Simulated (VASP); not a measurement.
# NbH2 (Fm-3m) in VASP: a series of runs

The runs below take NbH2 through single point, relaxation of cell and atoms, with PBEsol.

Everything below comes from runs of VASP 6.6.1. Logs are shortened: lines on timing, memory, paths and dates and some standing lists are left out, and cuts for length are marked.

## 1. The cell of the first run

The structure is cubic, space group Fm-3m (No. 225). Conventional cell: a = 4.490 Å, b = 4.490 Å, c = 4.490 Å, α = 90.00°, β = 90.00°, γ = 90.00°. Nb (site symmetry m-3m) has 8 H at 1.94 Å within 2.6 Å. Within 2.6 Å of H (site symmetry -43m) lie 4 Nb at 1.94 Å and 6 H at 2.25 Å.

## 2. Single point, PBEsol (7.54 Å³/atom)

INCAR reads:

```
SYSTEM = NbH2
PREC = Accurate
ENCUT = 520
EDIFF = 1E-7
ISMEAR = -1
SIGMA = 0.15
LREAL = .FALSE.
LASPH = .TRUE.
NELM = 60
ALGO = Fast
ISIF = 2
LWAVE = .FALSE.
LCHARG = .FALSE.
GGA = PS
NBANDS = 14
```

KPOINTS reads:

```
Automatic mesh
0
G
  16 16 16
  0 0 0
```

POSCAR reads:

```
NbH2
1.0
    0.0000000000      2.2451495065      2.2451495065
    2.2451495065      0.0000000000      2.2451495065
    2.2451495065      2.2451495065      0.0000000000
Nb H
1 2
Direct
    0.0000000000      0.0000000000      0.0000000000
    0.2500000000      0.2500000000      0.2500000000
    0.7500000000      0.7500000000      0.7500000000
```

Potentials or basis: VASP PAW PBE potentials, release 64 (Nb_sv, H).

The run is started by

```
$ cat potpaw_PBE.64/Nb_sv/POTCAR potpaw_PBE.64/H/POTCAR > POTCAR
$ mpirun -np 1 vasp_std > vasp.out
```

OUTCAR:

```text
SYSTEM = NbH2
   PREC = Accurate
   ENCUT = 520
   EDIFF = 1E-7
   ISMEAR = -1
   LREAL = .FALSE.
   LASPH = .TRUE.
   NELM = 60
   ISIF = 2
   GGA = PS

 ion  position               nearest neighbor table
   1  0.000  0.000  0.000-   3 1.94   3 1.94   3 1.94   2 1.94   3 1.94   2 1.94   2 1.94   2 1.94

   2  0.250  0.250  0.250-   1 1.94   1 1.94   1 1.94   1 1.94
   3  0.750  0.750  0.750-   1 1.94   1 1.94   1 1.94   1 1.94

  LATTYP: Found a face centered cubic cell.
 ALAT       =     4.4902990130

  Lattice vectors:

 A1 = (   0.0000000000,   2.2451495065,   2.2451495065)
 A2 = (   2.2451495065,   0.0000000000,   2.2451495065)
 A3 = (   2.2451495065,   2.2451495065,   0.0000000000)

Analysis of symmetry for initial positions (statically):
=====================================================================
 Subroutine PRICEL returns:
 Original cell was already a primitive cell.

 Routine SETGRP: Setting up the symmetry group for a
 face centered cubic supercell.

 Subroutine GETGRP returns: Found 48 space group operations
 (whereof 48 operations were pure point group operations)
 out of a pool of 48 trial point group operations.

The static configuration has the point symmetry O_h .

Analysis of symmetry for dynamics (positions and initial velocities):
=====================================================================
 Subroutine PRICEL returns:
 Original cell was already a primitive cell.

 Routine SETGRP: Setting up the symmetry group for a
 face centered cubic supercell.

 Subroutine GETGRP returns: Found 48 space group operations
 (whereof 48 operations were pure point group operations)
 out of a pool of 48 trial point group operations.

The dynamic configuration has the point symmetry O_h .

 Subroutine INISYM returns: Found 48 space group operations
 (whereof 48 operations are pure point group operations),
 and found     1 'primitive' translations

----------------------------------------------------------------------------------------

                                     Primitive cell

  volume of cell :      22.6342

  direct lattice vectors                    reciprocal lattice vectors
     0.000000000  2.245149506  2.245149506    -0.222702318  0.222702318  0.222702318
     2.245149506  0.000000000  2.245149506     0.222702318 -0.222702318  0.222702318
     2.245149506  2.245149506  0.000000000     0.222702318  0.222702318 -0.222702318

  length of vectors
     3.175120882  3.175120882  3.175120882     0.385731730  0.385731730  0.385731730

  position of ions in fractional coordinates (direct lattice)
     0.000000000  0.000000000  0.000000000
     0.250000000  0.250000000  0.250000000
     0.750000000  0.750000000  0.750000000

[... 93 lines left out ...]
   EFERMI_NEDOS =   21; number of points for ismear=-14 and -15
   IALGO  =     68    algorithm
   IMIX   =      4    mixing-type and parameters
     AMIX     =   0.40;   BMIX     =  1.00
     AMIX_MAG =   1.60;   BMIX_MAG =  1.00
  volume/ion in A,a.u.               =       7.54        50.91
  Fermi-wavevector in a.u.,A,eV,Ry     =   1.427305  2.697215 27.717766  2.037198
  Thomas-Fermi vector in A             =   2.547488
   LORBIT       =      0    0 simple, 1 ext, 2 COOP (PROOUT), +10 PAW based schemes
   GGA     = PS    functional components
   LHFCALC =     F    Hartree Fock is set to
   AEXX    =    0.0000 exact exchange contribution
   IVDW    =     0    specifies the selected vdW correction
   LEPSILON=     F    determine dielectric tensor
   LRPA    =     F    only Hartree local field effects (RPA)
 non-spin polarized calculation
 RMM-DIIS sequential band-by-band and
  energy-cutoff  :      520.00
  volume of cell :       22.63
 maximum number of plane-waves:       620
   NGX = 11   NGY = 11   NGZ = 11

 number of electron      14.9999998 magnetization

 Free energy of the ion-electron system (eV)
  ---------------------------------------------------
  ext. energy  EPLUGINS =         0.00000000
  ---------------------------------------------------
  free energy    TOTEN  =       -18.53328600 eV

  energy without entropy =      -18.45947819  energy(sigma->0) =      -18.49638209

 E-fermi :  10.4319     XC(G=0): -12.4008

 val. band max:       10.3866227467   @ k =   0.5000   0.2500   0.1250
 cond. band min:      10.4509407189   @ k =  -0.2500   0.2500   0.0625
 fundamental gap:      0.0643179722
 Fermi energy:        10.4318575755

 k-point     1 :       0.0000    0.0000    0.0000
  band No.  band energies     occupation
      1     -44.8018      2.00000
      2     -20.5566      2.00000
      3     -20.5566      2.00000
      4     -20.5566      2.00000
      5      -0.4923      2.00000
      6       9.0098      1.99985
      7       9.0098      1.99985
      8       9.0098      1.99985
      9       9.3140      1.99884
     10      11.8116      0.00020
     11      11.8116      0.00020
     12      23.0435      0.00000
     13      23.9777      0.00000
     14      23.9777      0.00000
[... 377 lines left out ...]
      1     -44.7913      2.00000
      2     -20.6363      2.00000
      3     -20.5780      2.00000
      4     -20.5620      2.00000
      5      -0.1921      2.00000
      6       7.1414      2.00000
      7       9.1548      1.99960
      8       9.1803      1.99952
      9      11.5395      0.00124
     10      11.5609      0.00108
     11      11.8050      0.00021
     12      21.1591      0.00000
     13      24.2107      0.00000
     14      24.7409      0.00000

 [... further k-points ...]

------------------------ aborting loop because EDIFF is reached ----------------------------------------

  FORCE on cell =-STRESS in cart. coord.  units (eV):
  Direction    XX          YY          ZZ          XY          YZ          ZX
  --------------------------------------------------------------------------------------
  -------------------------------------------------------------------------------------
  Total        0.4985478      0.4985478      0.4985478     -0.0000000     -0.0000000      0.0000000
  in kB       35.2899973     35.2899973     35.2899973     -0.0000000     -0.0000000      0.0000000
  external PRESSURE =      35.2899973 kB  Pullay stress =       0.0000000 kB

 VOLUME and BASIS-vectors are now :
 -----------------------------------------------------------------------------
  energy-cutoff  :      520.00
  volume of cell :       22.63
      direct lattice vectors                 reciprocal lattice vectors
     0.000000000  2.245149506  2.245149506    -0.222702318  0.222702318  0.222702318
     2.245149506  0.000000000  2.245149506     0.222702318 -0.222702318  0.222702318
     2.245149506  2.245149506  0.000000000     0.222702318  0.222702318 -0.222702318

 POSITION                                       TOTAL-FORCE (eV/Angst)
 -----------------------------------------------------------------------------------
      0.00000      0.00000      0.00000        -0.000000     -0.000000     -0.000000
      1.12257      1.12257      1.12257        -0.000000     -0.000000     -0.000000
      3.36772      3.36772      3.36772         0.000000      0.000000      0.000000
 -----------------------------------------------------------------------------------
    total drift:                               -0.000000     -0.000000      0.000000

  FREE ENERGIE OF THE ION-ELECTRON SYSTEM (eV)
  ---------------------------------------------------
  free  energy   TOTEN  =       -18.5332859990 eV

  energy  without entropy=      -18.4594781909  energy(sigma->0) =      -18.49638209
```

stdout:

```text
POSCAR found type information on POSCAR NbH
 POSCAR found :  2 types and       3 ions
 scaLAPACK will be used
 -----------------------------------------------------------------------------
|                                                                             |
|                                                                             |
|     You enforced a specific xc type in the INCAR file but a different       |
|     I HOPE YOU KNOW WHAT YOU ARE DOING!                                     |
|                                                                             |
 -----------------------------------------------------------------------------

 LDA part: xc-table for (Slater+PW92), standard interpolation
 POSCAR, INCAR and KPOINTS ok, starting setup
 FFT: planning ... GRIDC
 FFT: planning ... GRID_SOFT
 FFT: planning ... GRID
 WAVECAR not read
 entering main loop
WARNING in EDDRMM: call to ZHEGV failed, returncode =   8  4     11
WARNING in EDDRMM: call to ZHEGV failed, returncode =   8  4     11
WARNING in EDDRMM: call to ZHEGV failed, returncode =   6  3     11
 num prob RMM:  21    -0.185332858366E+02   -0.14890E-06   -0.11825E-06  4302   0.535E-03    0.335E-04
WARNING in EDDRMM: call to ZHEGV failed, returncode =   6  3      9
WARNING in EDDRMM: call to ZHEGV failed, returncode =   6  3     14
 num prob RMM:  22    -0.185332859397E+02   -0.10311E-06   -0.78278E-07  4063   0.341E-03    0.146E-04
 num prob WARNING in EDDRMM: call to ZHEGV failed, returncode =   6  3     11
```

Run time: 73 s. Hardware: 1 thread of Oxide Virtual Turin-like, shared host; peak memory 0.14 GiB.

What came out:

- Free energy: -18.5333 eV
- Pressure: 3.5 GPa
- Band gap on the k mesh: zero (an odd number of electrons rules out a gap without spin polarisation)

Levels at points of the mesh, in eV from the Fermi level:
| k point | band 4 | band 5 | band 6 | band 7 | band 8 | band 9 | band 10 | band 11 |
| --- | --- | --- | --- | --- | --- | --- | --- | --- |
| (0.00, 0.00, 0.00) | -30.99 | -10.92 | -1.42 | -1.42 | -1.42 | -1.12 | 1.38 | 1.38 |
| (0.50, 0.00, 0.00) | -31.09 | -8.63 | -4.89 | -1.27 | -1.27 | 2.86 | 2.86 | 5.13 |
| (0.50, 0.50, 0.00) | -31.26 | -7.79 | -4.95 | -4.58 | 3.05 | 3.11 | 3.11 | 7.36 |

Caveat: the cell stands under pressure; the PAW data sets were made with another functional, which shifts forces and pressure a little.

(Continued in part 2 of 2.)

The gap in the log of VASP goes by the Fermi energy; the results here count the filled bands.